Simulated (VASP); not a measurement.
Write the native input for VASP 6.6.1 that does the following.

* Task: relaxation of cell and atoms
* Functional: PBE
* Dispersion: D3(BJ)
* Potentials or basis: VASP PAW PBE potentials, release 64 (Al, N)
* Cutoff: 600 eV
* k mesh: 11 × 11 × 11
* Occupations: fermi-dirac, width 0.05 eV
* Spin: no spin polarisation
* Dipole correction: no
* Further INCAR settings: ALGO = Normal; EDIFF = 1e-07; IBRION = 2; EDIFFG = -0.01; NSW = 60; ISIF = 3

The structure of AlN lies in POSCAR:

```
AlN
1.0
    0.0000000000      2.0345180000      2.0345180000
    2.0345180000      0.0000000000      2.0345180000
    2.0345180000      2.0345180000      0.0000000000
Al N
1 1
Direct
    0.5000000000      0.5000000000      0.5000000000
    0.0000000000      0.0000000000      0.0000000000
```

The input as run:

INCAR

```
SYSTEM = AlN
PREC = Accurate ; ENCUT = 600
EDIFF = 1E-7 ; ISMEAR = -1
SIGMA = 0.05 ; LREAL = .FALSE.
LASPH = .TRUE. ; NELM = 80
ALGO = Normal ; ISIF = 3
LWAVE = .FALSE. ; LCHARG = .FALSE.
GGA = PE ; IVDW = 12
IBRION = 2 ; NSW = 60
EDIFFG = -0.01
```

KPOINTS

```
Automatic mesh
0
G
  11 11 11
  0 0 0
```

Potentials or basis: VASP PAW PBE potentials, release 64 (Al, N).

Launch:

```bash
$ cat potpaw_PBE.64/Al/POTCAR potpaw_PBE.64/N/POTCAR > POTCAR
$ mpirun -np 1 vasp_std > vasp.out
```

It gave:

The relaxed volume is 8.20 Å³/atom. The relaxed cell is a = 2.852 Å, b = 2.852 Å, c = 2.852 Å, α = 60.00°, β = 60.00°, γ = 60.00°. The space group after relaxing (to 0.05 Å) is Fm-3m (No. 225). The energy gained by relaxing is 4.8 meV/atom and the ionic steps are 3. The pressure after relaxing is 0.0 GPa. The band gap on the k mesh is 4.81 eV, indirect (least direct gap 5.79 eV). The dispersion energy per atom is -0.342 eV.

It took 27 s on 1 thread of Intel Xeon 8259CL (shared host), peak memory 0.15 GiB.
